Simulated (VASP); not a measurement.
# ZnCu (P6_3/mmc) in VASP: further runs

The runs below take ZnCu through single point, relaxation of cell and atoms, with PBE.

Everything below comes from runs of VASP 6.6.1. Logs are shortened: lines on timing, memory, paths and dates and some standing lists are left out, and cuts for length are marked.

## (1) The cell of the first run

The structure is hexagonal, space group P6_3/mmc (No. 194). Conventional cell: a = 2.661 Å, b = 2.661 Å, c = 17.867 Å, α = 90.00°, β = 90.00°, γ = 120.00°. Zn (site symmetry 3m) has 3 Cu at 2.60 Å and 7 Zn at 2.66 to 2.71 Å within 3.4 Å. Cu (site symmetry 3m) has 9 Cu at 2.54 to 2.66 Å and 3 Zn at 2.60 Å within 3.4 Å.

## (2) Single point, PBE

INCAR reads:

```
SYSTEM = ZnCu
ALGO = Fast
EDIFF = 1E-6
ENCUT = 520
GGA = PE
ISIF = 2
ISMEAR = 0
LASPH = .TRUE.
LCHARG = .FALSE.
LREAL = .FALSE.
LWAVE = .FALSE.
NBANDS = 56
NELM = 80
PREC = Accurate
SIGMA = 0.1
```

KPOINTS reads:

```
k-points
0
G
  9 9 1
  0 0 0
```

POSCAR reads:

```
ZnCu
1.0
    2.6613927863      0.0000000000      0.0000000000
   -1.3306963932      2.3048337624      0.0000000000
    0.0000000000      0.0000000000     17.8665603084
Zn Cu
4 4
Direct
    0.3333333333      0.6666666667      0.1742193707
    0.6666666667      0.3333333333      0.6742193707
    0.3333333333      0.6666666667      0.3257806293
    0.6666666667      0.3333333333      0.8257806293
    0.3333333333      0.6666666667      0.5567554212
    0.6666666667      0.3333333333      0.0567554212
    0.3333333333      0.6666666667      0.9432445788
    0.6666666667      0.3333333333      0.4432445788
```

Potentials or basis: VASP PAW PBE potentials, release 64 (Zn, Cu).

Started as:

```
> cat potpaw_PBE.64/Zn/POTCAR potpaw_PBE.64/Cu/POTCAR > POTCAR
> mpirun -np 1 vasp_std > vasp.out
```

OUTCAR:

```text
SYSTEM = ZnCu
   EDIFF = 1E-6
   ENCUT = 520
   GGA = PE
   ISIF = 2
   ISMEAR = 0
   LASPH = .TRUE.
   LREAL = .FALSE.
   NELM = 80
   PREC = Accurate

 ion  position               nearest neighbor table
   1  0.333  0.667  0.174-   6 2.60   6 2.60   6 2.60   3 2.71
   2  0.667  0.333  0.674-   5 2.60   5 2.60   5 2.60   4 2.71
   3  0.333  0.667  0.326-   8 2.60   8 2.60   8 2.60   1 2.71
   4  0.667  0.333  0.826-   7 2.60   7 2.60   7 2.60   2 2.71
   5  0.333  0.667  0.557-   8 2.54   8 2.54   8 2.54   2 2.60   2 2.60   2 2.60
   6  0.667  0.333  0.057-   7 2.54   7 2.54   7 2.54   1 2.60   1 2.60   1 2.60
   7  0.333  0.667  0.943-   6 2.54   6 2.54   6 2.54   4 2.60   4 2.60   4 2.60
   8  0.667  0.333  0.443-   5 2.54   5 2.54   5 2.54   3 2.60   3 2.60   3 2.60

  LATTYP: Found a hexagonal cell.
 ALAT       =     2.6613927863
 C/A-ratio  =     6.7132369188

  Lattice vectors:

 A1 = (   2.6613927863,   0.0000000000,   0.0000000000)
 A2 = (  -1.3306963932,   2.3048337624,   0.0000000000)
 A3 = (   0.0000000000,   0.0000000000,  17.8665603084)

Analysis of symmetry for initial positions (statically):
=====================================================================
 Subroutine PRICEL returns:
 Original cell was already a primitive cell.

 Routine SETGRP: Setting up the symmetry group for a
 hexagonal supercell.

 Subroutine GETGRP returns: Found 24 space group operations
 (whereof 12 operations were pure point group operations)
 out of a pool of 24 trial point group operations.

The static configuration has the point symmetry D_3d.
 The point group associated with its full space group is D_6h.

Analysis of symmetry for dynamics (positions and initial velocities):
=====================================================================
 Subroutine PRICEL returns:
 Original cell was already a primitive cell.

 Routine SETGRP: Setting up the symmetry group for a
 hexagonal supercell.

 Subroutine GETGRP returns: Found 24 space group operations
 (whereof 12 operations were pure point group operations)
 out of a pool of 24 trial point group operations.

The dynamic configuration has the point symmetry D_3d.
 The point group associated with its full space group is D_6h.

 Subroutine INISYM returns: Found 24 space group operations
 (whereof 12 operations are pure point group operations),
 and found     1 'primitive' translations

[... 98 lines left out ...]
   NFREE  =      0    steps in history (QN), initial steepest desc. (CG)
   ISIF   =      2    stress and relaxation
   ISYM   =      2    0-nonsym 1-usesym 2-fastsym
   POTIM  = 0.5000    time-step for ionic-motion
   TEBEG  =    0.0;   TEEND  =   0.0 temperature during run
   PSTRESS=    0.0 pullay stress
   NELECT =      92.0000    total number of electrons
   NUPDOWN=      -1.0000    fix difference up-down
   EMIN   =  10.00;   EMAX   =-10.00  energy-range for DOS
   EFERMI =   0.00;   METHOD = LEGACY
   ISMEAR =     0;   SIGMA  =   0.10  broadening in eV -4-tet -1-fermi 0-gaus
   EFERMI_NEDOS =   21; number of points for ismear=-14 and -15
   IALGO  =     68    algorithm
   IMIX   =      4    mixing-type and parameters
     AMIX     =   0.40;   BMIX     =  1.00
     AMIX_MAG =   1.60;   BMIX_MAG =  1.00
  volume/ion in A,a.u.               =      13.70        92.45
  Fermi-wavevector in a.u.,A,eV,Ry     =   1.544333  2.918366 32.449407  2.384964
  Thomas-Fermi vector in A             =   2.649869
   LORBIT       =      0    0 simple, 1 ext, 2 COOP (PROOUT), +10 PAW based schemes
   GGA     = PE    functional components
   LHFCALC =     F    Hartree Fock is set to
   AEXX    =    0.0000 exact exchange contribution
   IVDW    =     0    specifies the selected vdW correction
   LEPSILON=     F    determine dielectric tensor
   LRPA    =     F    only Hartree local field effects (RPA)
 non-spin polarized calculation
 RMM-DIIS sequential band-by-band and
 Gauss-broadening in eV      SIGMA  =   0.10
  energy-cutoff  :      520.00
  volume of cell :      109.59
 maximum number of plane-waves:      3003
 NGX is ok and might be reduce to    20
   NGX =  9   NGY =  9   NGZ = 67

 number of electron      91.9999956 magnetization

 Free energy of the ion-electron system (eV)
  ---------------------------------------------------
  ext. energy  EPLUGINS =         0.00000000
  ---------------------------------------------------
  free energy    TOTEN  =       -19.13212402 eV

  energy without entropy =      -19.10937592  energy(sigma->0) =      -19.12074997

 E-fermi :   4.9775     XC(G=0): -11.9767

 val. band max:        4.9748110892   @ k =   0.3333   0.1111   0.0000
 cond. band min:       5.0092621352   @ k =   0.4444   0.0000   0.0000
 fundamental gap:      0.0344510459
 Fermi energy:         4.9775285955

 k-point     1 :       0.0000    0.0000    0.0000
  band No.  band energies     occupation
      1      -5.0493      2.00000
      2      -4.7771      2.00000
      3      -4.4311      2.00000
      4      -3.9592      2.00000
      5      -3.3284      2.00000
      6      -3.2219      2.00000
[... 697 lines left out ...]
     55       8.9410      0.00000
     56      10.0918      0.00000

------------------------ aborting loop because EDIFF is reached ----------------------------------------

  FORCE on cell =-STRESS in cart. coord.  units (eV):
  Direction    XX          YY          ZZ          XY          YZ          ZX
  --------------------------------------------------------------------------------------
  -------------------------------------------------------------------------------------
  Total        0.2699658      0.2699658      0.4010220     -0.0000000      0.0000000      0.0000000
  in kB        3.9466608      3.9466608      5.8625862     -0.0000000      0.0000000      0.0000000
  external PRESSURE =       4.5853026 kB  Pullay stress =       0.0000000 kB

 VOLUME and BASIS-vectors are now :
 -----------------------------------------------------------------------------
  energy-cutoff  :      520.00
  volume of cell :      109.59
      direct lattice vectors                 reciprocal lattice vectors
     2.661392786  0.000000000  0.000000000     0.375743109  0.216935385  0.000000000
    -1.330696393  2.304833762  0.000000000     0.000000000  0.433870770  0.000000000
     0.000000000  0.000000000 17.866560308     0.000000000  0.000000000  0.055970482

 POSITION                                       TOTAL-FORCE (eV/Angst)
 -----------------------------------------------------------------------------------
     -0.00000      1.53656      3.11270        -0.000000     -0.000000      0.016570
      1.33070      0.76828     12.04598         0.000000     -0.000000      0.016570
     -0.00000      1.53656      5.82058        -0.000000      0.000000     -0.016570
      1.33070      0.76828     14.75386         0.000000     -0.000000     -0.016570
     -0.00000      1.53656      9.94730        -0.000000     -0.000000     -0.009698
      1.33070      0.76828      1.01402        -0.000000      0.000000     -0.009698
     -0.00000      1.53656     16.85254        -0.000000      0.000000      0.009698
      1.33070      0.76828      7.91926         0.000000     -0.000000      0.009698
 -----------------------------------------------------------------------------------
    total drift:                               -0.000000      0.000000     -0.000000

  FREE ENERGIE OF THE ION-ELECTRON SYSTEM (eV)
  ---------------------------------------------------
  free  energy   TOTEN  =       -19.1321240208 eV

  energy  without entropy=      -19.1093759163  energy(sigma->0) =      -19.12074997
```

OSZICAR:

```text
N       E                     dE             d eps       ncg     rms          rms(c)
DAV:   1     0.776913761267E+03    0.77691E+03   -0.41427E+04  1352   0.275E+03
DAV:   2     0.841249403297E+02   -0.69279E+03   -0.67121E+03  1344   0.534E+02
DAV:   3    -0.196862093812E+02   -0.10381E+03   -0.99112E+02  1448   0.226E+02
DAV:   4    -0.230508800244E+02   -0.33647E+01   -0.33424E+01  1568   0.501E+01
[... 13 lines left out ...]
RMM:  18    -0.191321695392E+02    0.49373E-05   -0.14943E-06   879   0.942E-03    0.477E-02
RMM:  19    -0.191321676183E+02    0.19208E-05   -0.18904E-06   853   0.938E-03    0.474E-02
RMM:  20    -0.191321310227E+02    0.36596E-04   -0.72740E-05  1904   0.726E-02    0.193E-02
RMM:  21    -0.191321237800E+02    0.72426E-05   -0.26674E-05  1512   0.467E-02    0.356E-03
RMM:  22    -0.191321240208E+02   -0.24083E-06   -0.95701E-07   802   0.689E-03
   1 F= -.19132124E+02 E0= -.19120750E+02  d E =-.227481E-01
```

stdout:

```text
POSCAR found type information on POSCAR ZnCu
 POSCAR found :  2 types and       8 ions
 scaLAPACK will be used
 LDA part: xc-table for (Slater+PW92), standard interpolation
 POSCAR, INCAR and KPOINTS ok, starting setup
 FFT: planning ... GRIDC
 FFT: planning ... GRID_SOFT
 FFT: planning ... GRID
 WAVECAR not read
 entering main loop
```

Wall time 65 s (1 thread of Intel Xeon 6975P-C (Granite Rapids), shared host); peak memory 0.24 GiB.

Results:

* Free energy: -19.1321 eV
* Pressure: 0.5 GPa
* Largest force: 0.017 eV/Å
* Band gap on the k mesh: zero (bands 46 and 47 overlap by 3.42 eV)

Forces in eV/Å, atoms in the order of the input:
```
Zn   0.000  0.000  0.017
Zn   0.000  0.000  0.017
Zn   0.000  0.000 -0.017
Zn   0.000  0.000 -0.017
Cu   0.000  0.000 -0.010
Cu   0.000  0.000 -0.010
Cu   0.000  0.000  0.010
Cu   0.000  0.000  0.010
```

## (3) Single point, PBE

This run uses another cell than the first one, of 13.14 Å³/atom.

INCAR reads:

```
ALGO = Fast ; EDIFF = 1E-7
ENCUT = 520 ; GGA = PE
ISIF = 2 ; ISMEAR = 0
LASPH = T ; LCHARG = F
LREAL = F ; LWAVE = F
NBANDS = 56 ; NELM = 80
PREC = Accurate ; SIGMA = 0.1
```

KPOINTS reads:

```
k-points
0
Gamma
  6 6 2
```

POSCAR reads:

```
ZnCu
1.0
    3.0392489460      0.0000000000      0.0000000000
   -1.5196244730      2.6320667957      0.0000000000
    0.0000000000      0.0000000000     13.1404085819
Zn Cu
4 4
Direct
    0.3333333333      0.6666666667      0.1700000000
    0.6666666667      0.3333333333      0.6700000000
    0.3333333333      0.6666666667      0.3300000000
    0.6666666667      0.3333333333      0.8300000000
    0.3333333333      0.6666666667      0.6000000000
    0.6666666667      0.3333333333      0.1000000000
    0.3333333333      0.6666666667      0.9000000000
    0.6666666667      0.3333333333      0.4000000000
```

Potentials or basis: VASP PAW PBE potentials, release 64 (Zn, Cu).

Started as:

```
> cat potpaw_PBE.64/Zn/POTCAR potpaw_PBE.64/Cu/POTCAR > POTCAR
> mpirun -np 1 vasp_std > vasp.out
```

It took 65 s on 1 thread of Intel Xeon 6975P-C (Granite Rapids), shared host; peak memory 0.25 GiB.

It converged, with:

| Item | Value |
| --- | --- |
| Free energy | -3.9078 eV |
| Pressure | 71.4 GPa |
| Largest force | 8.101 eV/Å |
| Band gap on the k mesh | zero (bands 46 and 47 overlap by 1.38 eV) |

Forces on the atoms (eV/Å):
```
Zn   0.000  0.000  3.898
Zn   0.000  0.000  3.898
Zn   0.000  0.000 -3.898
Zn   0.000  0.000 -3.898
Cu   0.000  0.000 -8.101
Cu   0.000  0.000 -8.101
Cu   0.000  0.000  8.101
Cu   0.000  0.000  8.101
```

Stress tensor (GPa, compression positive):
```
75.89  0.00  0.00
 0.00 75.89  0.00
 0.00  0.00 62.39
```

Levels at points of the mesh, in eV from the Fermi level:
| k point | band 43 | band 44 | band 45 | band 46 | band 47 | band 48 | band 49 | band 50 |
| --- | --- | --- | --- | --- | --- | --- | --- | --- |
| (0.00, 0.00, 0.00) | -3.17 | -3.15 | -3.15 | -0.38 | -0.18 | 5.32 | 6.06 | 10.46 |
| (0.50, 0.00, 0.00) | -2.37 | -2.34 | -2.23 | -1.78 | -0.54 | -0.24 | 0.44 | 1.68 |
| (0.00, 0.00, 0.50) | -3.16 | -3.16 | -2.31 | -2.31 | 2.45 | 2.45 | 9.27 | 9.27 |
| (0.50, 0.00, 0.50) | -2.39 | -2.39 | -1.92 | -1.92 | -0.58 | -0.58 | 1.30 | 1.30 |

Caveat: the k points lie up to 0.40 Å⁻¹ apart, too coarse for converged energies and pressures of a metal; forces of over 1 eV/Å act on the atoms, so gaps and moduli don't describe the material at rest.

## (4) Single point, PBE

INCAR reads:

```
SYSTEM = ZnCu
PREC = Accurate
ENCUT = 520
EDIFF = 1E-7
ISMEAR = 0
SIGMA = 0.1
LREAL = .FALSE.
LASPH = .TRUE.
NELM = 60
ALGO = Fast
ISIF = 2
LWAVE = .FALSE.
LCHARG = .FALSE.
GGA = PE
NBANDS = 56
```

KPOINTS reads:

```
Automatic mesh
0
G
  6 6 2
  0 0 0
```

POSCAR reads:

```
ZnCu
1.0
    2.6458498692      0.0000000000      0.0000000000
   -1.3229249346      2.2913732013      0.0000000000
    0.0000000000      0.0000000000     18.1075709102
Zn Cu
4 4
Direct
    0.3333333333      0.6666666667      0.1741192234
    0.6666666667      0.3333333333      0.6741192234
    0.3333333333      0.6666666667      0.3258807766
    0.6666666667      0.3333333333      0.8258807766
    0.3333333333      0.6666666667      0.5566890197
    0.6666666667      0.3333333333      0.0566890197
    0.3333333333      0.6666666667      0.9433109803
    0.6666666667      0.3333333333      0.4433109803
```

Started as:

```
> cat potpaw_PBE.64/Zn/POTCAR potpaw_PBE.64/Cu/POTCAR > POTCAR
> mpirun -np 1 vasp_std > vasp.out
```

Run time: 83 s. Hardware: 1 thread of Intel Xeon 6975P-C (Granite Rapids), shared host; peak memory 0.25 GiB.

It converged, with:

- Free energy: -19.2870 eV
- Pressure: 0.3 GPa
- Largest force: 0.010 eV/Å
- Band gap on the k mesh: zero (bands 46 and 47 overlap by 3.42 eV)

Forces on the atoms (eV/Å):
```
Zn   0.000  0.000  0.008
Zn   0.000  0.000  0.008
Zn   0.000  0.000 -0.008
Zn   0.000  0.000 -0.008
Cu   0.000  0.000 -0.010
Cu   0.000  0.000 -0.010
Cu   0.000  0.000  0.010
Cu   0.000  0.000  0.010
```

Stress tensor (GPa, compression positive):
```
0.18 0.00 0.00
0.00 0.18 0.00
0.00 0.00 0.60
```

Levels at points of the mesh, in eV from the Fermi level:
```tsv
k point	band 45	band 46	band 47	band 48	band 49	band 50
(0.00, 0.00, 0.00)	-2.08	-2.08	-2.08	-2.08	-0.07	2.01
(0.50, 0.00, 0.00)	-0.77	-0.57	-0.22	0.25	0.44	0.97
(0.00, 0.00, 0.50)	-2.08	-2.08	-2.08	-2.08	0.93	0.93
(0.50, 0.00, 0.50)	-0.57	-0.57	-0.09	-0.09	0.78	0.78
```

Caveat: the k points lie up to 0.46 Å⁻¹ apart, too coarse for converged energies and pressures of a metal.

(Part 1 of 2 ends here.)
